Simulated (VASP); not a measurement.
# Sn (Cmcm) in VASP: notebook

Sn is run at these levels: PBEsol; tasks: single point.

All numbers are computed with VASP 6.6.1; they aren't measurements. Logs are shortened: lines on timing, memory, paths and dates and some standing lists are left out, and cuts for length are marked.

## (1) The cell of the first run

It takes space group Cmcm (No. 63, orthorhombic). Conventional cell: a = 5.296 Å, b = 3.745 Å, c = 5.296 Å, α = 90.00°, β = 90.00°, γ = 90.00°. Sn (site symmetry m2m) has 14 Sn at 3.08 to 3.76 Å within 4.1 Å.

## (2) Single point, PBEsol (mode 5 (36.0 1/cm) frozen in, largest displacement +0.150 Å)

The input, INCAR:

```
SYSTEM = Sn
PREC = Accurate
ENCUT = 520
EDIFF = 1E-6
ISMEAR = 0
SIGMA = 0.15
LREAL = .FALSE.
LASPH = .TRUE.
NELM = 100
ALGO = Fast
ISIF = 2
LWAVE = .FALSE.
LCHARG = .FALSE.
GGA = PS
NBANDS = 21
```

The input, KPOINTS:

```
Automatic mesh
0
G
  20 20 12
  0 0 0
```

The input, POSCAR:

```
Sn
1.0
   -1.8723950223      1.8723950223      1.8723950223
    1.8723950223     -1.8723950223      1.8723950223
    3.7447900446      3.7447900446      0.0000000000
Sn
2
Direct
   -0.0400556502     -0.0400556502      0.0000000000
    0.5400556502      0.5400556502      0.5000000000
```

Potentials or basis: VASP PAW PBE potentials, release 64 (Sn_d).

On the command line:

```sh
> cat potpaw_PBE.64/Sn_d/POTCAR > POTCAR
> mpirun -np 1 vasp_std > vasp.out
```

OUTCAR:

```text
SYSTEM = Sn
   PREC = Accurate
   ENCUT = 520
   EDIFF = 1E-6
   ISMEAR = 0
   LREAL = .FALSE.
   LASPH = .TRUE.
   NELM = 100
   ISIF = 2
   GGA = PS

 ion  position               nearest neighbor table
   1  0.960  0.960  0.000-   2 3.08   2 3.08   2 3.43   2 3.43   2 3.76   2 3.76   2 3.76   2 3.76

   2  0.540  0.540  0.500-   1 3.08   1 3.08   1 3.43   1 3.43   1 3.76   1 3.76   1 3.76   1 3.76

  LATTYP: Found a base centered orthorhombic cell.
 ALAT       =     3.7447900446
 B/A-ratio  =     1.4142135624
 C/A-ratio  =     1.4142135624

  Lattice vectors:

 A1 = (  -1.8723950223,   1.8723950223,   1.8723950223)
 A2 = (   1.8723950223,  -1.8723950223,   1.8723950223)
 A3 = (   3.7447900446,   3.7447900446,   0.0000000000)

Analysis of symmetry for initial positions (statically):
=====================================================================
 Subroutine PRICEL returns:
 Original cell was already a primitive cell.

 Routine SETGRP: Setting up the symmetry group for a
 base centered orthorhombic supercell.

 Subroutine GETGRP returns: Found  8 space group operations
 (whereof  4 operations were pure point group operations)
 out of a pool of  8 trial point group operations.

The static configuration has the point symmetry C_2v.
 The point group associated with its full space group is D_2h.

Analysis of symmetry for dynamics (positions and initial velocities):
=====================================================================
 Subroutine PRICEL returns:
 Original cell was already a primitive cell.

 Routine SETGRP: Setting up the symmetry group for a
 base centered orthorhombic supercell.

 Subroutine GETGRP returns: Found  8 space group operations
 (whereof  4 operations were pure point group operations)
 out of a pool of  8 trial point group operations.

The dynamic configuration has the point symmetry C_2v.
 The point group associated with its full space group is D_2h.

 Subroutine INISYM returns: Found  8 space group operations
 (whereof  4 operations are pure point group operations),
 and found     1 'primitive' translations

----------------------------------------------------------------------------------------

                                     Primitive cell

  volume of cell :      52.5149

  direct lattice vectors                    reciprocal lattice vectors
    -1.872395022  1.872395022  1.872395022    -0.133518834  0.133518834  0.267037668
     1.872395022 -1.872395022  1.872395022     0.133518834 -0.133518834  0.267037668
     3.744790045  3.744790045  0.000000000     0.133518834  0.133518834  0.000000000

  length of vectors
     3.243083310  3.243083310  5.295932869     0.327053014  0.327053014  0.188824146

  position of ions in fractional coordinates (direct lattice)
     0.959944350  0.959944350  0.000000000
     0.540055650  0.540055650  0.500000000

  ion indices of the primitive-cell ions
   primitive index   ion index
                 1           1
                 2           2

----------------------------------------------------------------------------------------

 KPOINTS: Automatic mesh

Automatic generation of k-mesh.
 Grid dimensions read from file:
 generate k-points for:   20   20   12

 Generating k-lattice:

  Cartesian coordinates                     Fractional coordinates (reciprocal lattice)
    -0.006675942  0.006675942  0.013351883     0.050000000  0.000000000  0.000000000
     0.006675942 -0.006675942  0.013351883     0.000000000  0.050000000  0.000000000
     0.011126569  0.011126569  0.000000000     0.000000000  0.000000000  0.083333333

  Length of vectors
     0.016352651  0.016352651  0.015735345

  Shift w.r.t. Gamma in fractional coordinates (k-lattice)
     0.000000000  0.000000000  0.000000000

 Subroutine IBZKPT returns following result:
 ===========================================

 Found    777 irreducible k-points:

 Following reciprocal coordinates:
            Coordinates               Weight
  0.000000  0.000000  0.000000      1.000000
  0.050000  0.000000  0.000000      4.000000
  0.100000  0.000000  0.000000      4.000000
  0.150000  0.000000  0.000000      4.000000
  0.200000  0.000000  0.000000      4.000000
  0.250000  0.000000  0.000000      4.000000
[... 16 lines left out ...]
 -0.400000  0.050000  0.000000      4.000000
 -0.350000  0.050000  0.000000      4.000000
 [... further k-points ...]
   k-points           NKPTS =    777   k-points in BZ     NKDIM =    777   number of bands    NBANDS=     21
   number of dos      NEDOS =    301   number of ions     NIONS =      2
   total plane-waves  NPLWV =  23040
   dimension x,y,z NGX =    24 NGY =   24 NGZ =   40
   dimension x,y,z NGXF=    48 NGYF=   48 NGZF=   80
   ions per type =               2
   NGX,Y,Z   is equivalent  to a cutoff of  12.30, 12.30, 12.56 a.u.
   NGXF,Y,Z  is equivalent  to a cutoff of  24.61, 24.61, 25.11 a.u.
 SYSTEM =  Sn
   PREC   = accura    normal or accurate (medium, high low for compatibility)
   ISTART =      0    job   : 0-new  1-cont  2-samecut
   ICHARG =      2    charge: 1-file 2-atom 10-const
   ISPIN  =      1    spin polarized calculation?
   LNONCOLLINEAR =      F non collinear calculations
   LSORBIT =      F    spin-orbit coupling
   LASPH  =      T    aspherical Exc in radial PAW
   ENCUT  =  520.0 eV  38.22 Ry    6.18 a.u.   6.03  6.03  9.85*2*pi/ulx,y,z
   NELM   =    100;   NELMIN=  2; NELMDL= -5     # of ELM steps
   EDIFF  = 0.1E-05   stopping-criterion for ELM
   LREAL  =      F    real-space projection
   EDIFFG = 0.1E-04   stopping-criterion for IOM
   NSW    =      0    number of steps for IOM
   IBRION =     -1    ionic relax: 0-MD 1-quasi-New 2-CG
   NFREE  =      0    steps in history (QN), initial steepest desc. (CG)
   ISIF   =      2    stress and relaxation
   ISYM   =      2    0-nonsym 1-usesym 2-fastsym
   POTIM  = 0.5000    time-step for ionic-motion
   TEBEG  =    0.0;   TEEND  =   0.0 temperature during run
   PSTRESS=    0.0 pullay stress
   NELECT =      28.0000    total number of electrons
   NUPDOWN=      -1.0000    fix difference up-down
   EMIN   =  10.00;   EMAX   =-10.00  energy-range for DOS
   EFERMI =   0.00;   METHOD = LEGACY
   ISMEAR =     0;   SIGMA  =   0.15  broadening in eV -4-tet -1-fermi 0-gaus
   EFERMI_NEDOS =   21; number of points for ismear=-14 and -15
   IALGO  =     68    algorithm
   IMIX   =      4    mixing-type and parameters
     AMIX     =   0.40;   BMIX     =  1.00
     AMIX_MAG =   1.60;   BMIX_MAG =  1.00
  volume/ion in A,a.u.               =      26.26       177.19
  Fermi-wavevector in a.u.,A,eV,Ry     =   1.327496  2.508605 23.976824  1.762247
  Thomas-Fermi vector in A             =   2.456804
   LORBIT       =      0    0 simple, 1 ext, 2 COOP (PROOUT), +10 PAW based schemes
   GGA     = PS    functional components
   LHFCALC =     F    Hartree Fock is set to
   AEXX    =    0.0000 exact exchange contribution
   IVDW    =     0    specifies the selected vdW correction
   LEPSILON=     F    determine dielectric tensor
   LRPA    =     F    only Hartree local field effects (RPA)
 non-spin polarized calculation
 RMM-DIIS sequential band-by-band and
 Gauss-broadening in eV      SIGMA  =   0.15
  energy-cutoff  :      520.00
  volume of cell :       52.51
 maximum number of plane-waves:      1434
   NGX = 13   NGY = 13   NGZ = 19

 number of electron      28.0000000 magnetization

 Free energy of the ion-electron system (eV)
  ---------------------------------------------------
  ext. energy  EPLUGINS =         0.00000000
  ---------------------------------------------------
  free energy    TOTEN  =        -8.45274601 eV

  energy without entropy =       -8.44053041  energy(sigma->0) =       -8.44663821

 E-fermi :   8.3067     XC(G=0): -10.6625

 val. band max:        8.3044475039   @ k =   0.4000   0.3500   0.0000
 cond. band min:       8.3073939490   @ k =   0.4500   0.3500   0.0833
 fundamental gap:      0.0029464451
 Fermi energy:         8.3066856801

 k-point     1 :       0.0000    0.0000    0.0000
  band No.  band energies     occupation
      1     -13.1798      2.00000
      2     -13.1418      2.00000
      3     -13.1323      2.00000
      4     -13.1240      2.00000
      5     -13.0958      2.00000
      6     -12.9850      2.00000
[... 13 lines left out ...]
     20      17.8650      0.00000
     21      20.5774      0.00000

 k-point     2 :       0.0500    0.0000    0.0000
  band No.  band energies     occupation
      1     -13.1770      2.00000
      2     -13.1410      2.00000
      3     -13.1293      2.00000
      4     -13.1236      2.00000
      5     -13.0933      2.00000
      6     -12.9868      2.00000
[... 13 lines left out ...]
     20      17.9201      0.00000
     21      19.9601      0.00000

 k-point     3 :       0.1000    0.0000    0.0000
  band No.  band energies     occupation
      1     -13.1694      2.00000
      2     -13.1412      2.00000
      3     -13.1223      2.00000
      4     -13.1182      2.00000
      5     -13.0855      2.00000
      6     -12.9919      2.00000
[... 13 lines left out ...]
     20      18.8802      0.00000
     21      19.3437      0.00000

 k-point     4 :       0.1500    0.0000    0.0000
  band No.  band energies     occupation
      1     -13.1597      2.00000
      2     -13.1428      2.00000
      3     -13.1202      2.00000
      4     -13.1002      2.00000
      5     -13.0720      2.00000
      6     -12.9999      2.00000
[... 13 lines left out ...]
     20      19.0025      0.00000
     21      19.1372      0.00000

 k-point     5 :       0.2000    0.0000    0.0000
  band No.  band energies     occupation
      1     -13.1529      2.00000
      2     -13.1427      2.00000
      3     -13.1174      2.00000
      4     -13.0788      2.00000
      5     -13.0529      2.00000
      6     -13.0100      2.00000
[... 13 lines left out ...]
     20      18.8879      0.00000
     21      18.9982      0.00000

 k-point     6 :       0.2500    0.0000    0.0000
  band No.  band energies     occupation
      1     -13.1536      2.00000
      2     -13.1382      2.00000
      3     -13.1140      2.00000
      4     -13.0572      2.00000
      5     -13.0310      2.00000
      6     -13.0216      2.00000
[... 13 lines left out ...]
     20      18.8632      0.00000
     21      19.2752      0.00000

 k-point     7 :       0.3000    0.0000    0.0000
  band No.  band energies     occupation
      1     -13.1568      2.00000
      2     -13.1344      2.00000
      3     -13.1100      2.00000
      4     -13.0386      2.00000
      5     -13.0342      2.00000
      6     -13.0114      2.00000
[... 13 lines left out ...]
     20      18.8869      0.00000
     21      19.8755      0.00000
[... 291 lines left out ...]
      1     -13.1613      2.00000
      2     -13.1275      2.00000
      3     -13.0904      2.00000
      4     -13.0733      2.00000
      5     -13.0091      2.00000
      6     -12.9929      2.00000
[... 13 lines left out ...]
     20      18.0837      0.00000
     21      20.5100      0.00000

 k-point    21 :       0.5000    0.0500    0.0000
  band No.  band energies     occupation
      1     -13.1621      2.00000
      2     -13.1274      2.00000
      3     -13.0957      2.00000
      4     -13.0743      2.00000
      5     -13.0144      2.00000
      6     -12.9899      2.00000
[... 13 lines left out ...]
     20      18.3348      0.00000
     21      20.2384      0.00000

 k-point    22 :      -0.4500    0.0500    0.0000
  band No.  band energies     occupation
      1     -13.1616      2.00000
      2     -13.1268      2.00000
      3     -13.1038      2.00000
      4     -13.0687      2.00000
      5     -13.0214      2.00000
      6     -12.9889      2.00000
[... 13 lines left out ...]
     20      18.6559      0.00000
     21      20.0054      0.00000

 k-point    23 :      -0.4000    0.0500    0.0000
  band No.  band energies     occupation
      1     -13.1597      2.00000
      2     -13.1263      2.00000
      3     -13.1109      2.00000
      4     -13.0601      2.00000
      5     -13.0295      2.00000
      6     -12.9902      2.00000
[... 13 lines left out ...]
     20      19.0456      0.00000
     21      19.7926      0.00000

 k-point    24 :      -0.3500    0.0500    0.0000
  band No.  band energies     occupation
      1     -13.1567      2.00000
      2     -13.1265      2.00000
      3     -13.1164      2.00000
      4     -13.0496      2.00000
      5     -13.0384      2.00000
      6     -12.9966      2.00000
[... 13 lines left out ...]
     20      19.4863      0.00000
     21      19.5042      0.00000

 [... further k-points ...]

------------------------ aborting loop because EDIFF is reached ----------------------------------------

  FORCE on cell =-STRESS in cart. coord.  units (eV):
  Direction    XX          YY          ZZ          XY          YZ          ZX
  --------------------------------------------------------------------------------------
  -------------------------------------------------------------------------------------
  Total        0.0966101      0.0966101     -0.2294521      0.2355917      0.0000000      0.0000000
  in kB        2.9474795      2.9474795     -7.0003565      7.1876689      0.0000000      0.0000000
  external PRESSURE =      -0.3684658 kB  Pullay stress =       0.0000000 kB

 VOLUME and BASIS-vectors are now :
 -----------------------------------------------------------------------------
  energy-cutoff  :      520.00
  volume of cell :       52.51
      direct lattice vectors                 reciprocal lattice vectors
    -1.872395022  1.872395022  1.872395022    -0.133518834  0.133518834  0.267037668
     1.872395022 -1.872395022  1.872395022     0.133518834 -0.133518834  0.267037668
     3.744790045  3.744790045  0.000000000     0.133518834  0.133518834  0.000000000

 POSITION                                       TOTAL-FORCE (eV/Angst)
 -----------------------------------------------------------------------------------
      0.00000      0.00000      3.59479        -0.000000     -0.000000      0.106940
      1.87240      1.87240      2.02240         0.000000      0.000000     -0.106940
 -----------------------------------------------------------------------------------
    total drift:                                0.000000     -0.000000      0.000000

  FREE ENERGIE OF THE ION-ELECTRON SYSTEM (eV)
  ---------------------------------------------------
  free  energy   TOTEN  =        -8.4527460058 eV

  energy  without entropy=       -8.4405304145  energy(sigma->0) =       -8.44663821
```

It took 12 min on 1 thread of Oxide Virtual Turin-like, shared host; peak memory 0.66 GiB.

Results:

```
Free energy            : -8.4527 eV
Pressure               : 0.0 GPa
Largest force          : 0.107 eV/Å
Band gap on the k mesh : zero (band 14 reaches 12.54 eV, above the bottom of band 15 at 6.02 eV)
```

Forces on the atoms (eV/Å):
```
Sn   0.000  0.000  0.107
Sn   0.000  0.000 -0.107
```

Stress tensor (GPa, compression positive):
```
 0.29  0.72  0.00
 0.72  0.29  0.00
 0.00  0.00 -0.70
```

Levels at points of the mesh, in eV from the Fermi level:
```
           k point  band 10  band 11  band 12  band 13  band 14  band 15  band 16  band 17  band 18  band 19
(0.00, 0.00, 0.00)   -21.19   -11.33    -6.41    -4.59     3.89     5.70     7.07     7.48     8.43     9.27
(0.50, 0.00, 0.00)   -21.21    -7.60    -6.72    -1.99    -1.54    -0.83     0.58     4.27     4.90    10.14
(0.50, 0.50, 0.00)   -21.19    -6.49    -4.57    -2.21    -0.56    -0.48    -0.32     2.88     3.88     4.79
(0.00, 0.00, 0.50)   -21.27    -9.92    -9.92     1.61     1.61     5.38     5.38     6.72     6.72     9.25
(0.50, 0.00, 0.50)   -21.18    -6.50    -6.50    -4.49    -4.49     3.78     3.78     5.58     5.58     8.20
(0.50, 0.50, 0.50)   -21.20    -5.22    -5.22    -3.13    -3.13     0.91     0.91     2.93     2.93     7.44
```

Caveat: the cell differs from its parent crystal (mode 5 (36.0 1/cm) frozen in, largest displacement +0.150 Å); the PAW data sets were made with another functional, which shifts forces and pressure a little; spin-orbit coupling is left out, which moves the levels of the heavy elements.

## (3) Single point, PBEsol (mode 5 (36.0 1/cm) frozen in, largest displacement -0.400 Å)

The input, INCAR:

```
PREC = Accurate
ENCUT = 520
EDIFF = 1E-7
ISMEAR = 0
SIGMA = 0.15
LREAL = F
LASPH = T
NELM = 100
ALGO = Fast
ISIF = 2
LWAVE = F
LCHARG = F
GGA = PS
NBANDS = 21
```

The input, KPOINTS:

```
Automatic mesh
0
Gamma
  20 20 12
```

The input, POSCAR:

```
Sn
1.0
   -1.8723950223      1.8723950223      1.8723950223
    1.8723950223     -1.8723950223      1.8723950223
    3.7447900446      3.7447900446      0.0000000000
Sn
2
Direct
    0.1068150671      0.1068150671      0.0000000000
    0.3931849329      0.3931849329      0.5000000000
```

Potentials or basis: VASP PAW PBE potentials, release 64 (Sn_d).

On the command line:

```sh
> cat potpaw_PBE.64/Sn_d/POTCAR > POTCAR
> mpirun -np 1 vasp_std > vasp.out
```

Wall time 21 min (1 thread of Oxide Virtual Turin-like, shared host); peak memory 0.65 GiB.

Results (log left out):

* Free energy: -8.3192 eV
* Pressure: 2.2 GPa
* Largest force: 0.434 eV/Å
* Band gap on the k mesh: zero (band 14 reaches 13.00 eV, above the bottom of band 15 at 6.26 eV)

Forces in eV/Å, atoms in the order of the input:
```
Sn   0.000  0.000 -0.434
Sn   0.000  0.000  0.434
```

Stress tensor (GPa, compression positive):
```
 4.09  5.47  0.00
 5.47  4.09  0.00
 0.00  0.00 -1.56
```

Levels at points of the mesh, in eV from the Fermi level:
```
           k point  band 11  band 12  band 13  band 14  band 15  band 16  band 17  band 18
(0.00, 0.00, 0.00)   -11.38    -6.27    -4.70     4.75     5.47     6.22     6.36     9.10
(0.50, 0.00, 0.00)    -8.15    -5.94    -2.34    -1.81    -1.18     1.83     3.88     5.62
(0.50, 0.50, 0.00)    -6.74    -4.52    -1.91    -0.97    -0.42     0.60     1.55     3.97
(0.00, 0.00, 0.50)    -9.95    -9.95     1.68     1.68     5.38     5.38     6.61     6.61
(0.50, 0.00, 0.50)    -6.81    -6.81    -4.10    -4.10     3.98     3.98     5.53     5.53
(0.50, 0.50, 0.50)    -5.40    -5.40    -3.07    -3.07     0.74     0.74     4.06     4.06
```

Caveat: the cell differs from its parent crystal (mode 5 (36.0 1/cm) frozen in, largest displacement -0.400 Å); the PAW data sets were made with another functional, which shifts forces and pressure a little; spin-orbit coupling is left out, which moves the levels of the heavy elements.

## (4) Single point, PBEsol (mode 5 (36.0 1/cm) frozen in, largest displacement +0.300 Å)

The input, INCAR:

```
SYSTEM = Sn
  PREC = Accurate
  ENCUT = 520
  EDIFF = 1E-7
  ISMEAR = 0
  SIGMA = 0.15
  LREAL = .FALSE.
  LASPH = .TRUE.
  NELM = 100
  ALGO = Fast
  ISIF = 2
  LWAVE = .FALSE.
  LCHARG = .FALSE.
  GGA = PS
  NBANDS = 21
```

The input, KPOINTS:

```
regular mesh
0
G
  20 20 12
  0 0 0
```

The input, POSCAR:

```
Sn
1.0
   -1.8723950223      1.8723950223      1.8723950223
    1.8723950223     -1.8723950223      1.8723950223
    3.7447900446      3.7447900446      0.0000000000
Sn
2
Direct
   -0.0801113003     -0.0801113003      0.0000000000
    0.5801113003      0.5801113003      0.5000000000
```

On the command line:

```sh
> cat potpaw_PBE.64/Sn_d/POTCAR > POTCAR
> mpirun -np 1 vasp_std > vasp.out
```

Run time: 18 min. Hardware: 1 thread of Oxide Virtual Turin-like, shared host; peak memory 0.65 GiB.

The run converged. Its results:

```yaml
Free_energy: -8.3932 eV
Pressure: 1.1 GPa
Largest_force: 0.301 eV/Å
Band_gap_on_the_k_mesh: zero (band 14 reaches 12.72 eV, above the bottom of band 15 at 6.27 eV)
```

Forces on the atoms (eV/Å):
```
Sn   0.000  0.000  0.301
Sn   0.000  0.000 -0.301
```

Stress tensor (GPa, compression positive):
```
 2.27  3.00  0.00
 3.00  2.27  0.00
 0.00  0.00 -1.27
```

Levels at points of the mesh, in eV from the Fermi level:
```tsv
k point	band 11	band 12	band 13	band 14	band 15	band 16	band 17	band 18
(0.00, 0.00, 0.00)	-11.35	-6.33	-4.64	4.32	6.04	6.06	6.69	8.79
(0.50, 0.00, 0.00)	-7.95	-6.24	-2.20	-1.44	-1.31	1.35	4.03	5.31
(0.50, 0.50, 0.00)	-6.62	-4.54	-2.05	-0.77	-0.44	0.16	2.06	3.93
(0.00, 0.00, 0.50)	-9.93	-9.93	1.65	1.65	5.38	5.38	6.65	6.65
(0.50, 0.00, 0.50)	-6.67	-6.67	-4.27	-4.27	3.88	3.88	5.56	5.56
(0.50, 0.50, 0.50)	-5.31	-5.31	-3.10	-3.10	0.77	0.77	3.59	3.59
```

Caveat: the cell differs from its parent crystal (mode 5 (36.0 1/cm) frozen in, largest displacement +0.300 Å); the PAW data sets were made with another functional, which shifts forces and pressure a little; spin-orbit coupling is left out, which moves the levels of the heavy elements.
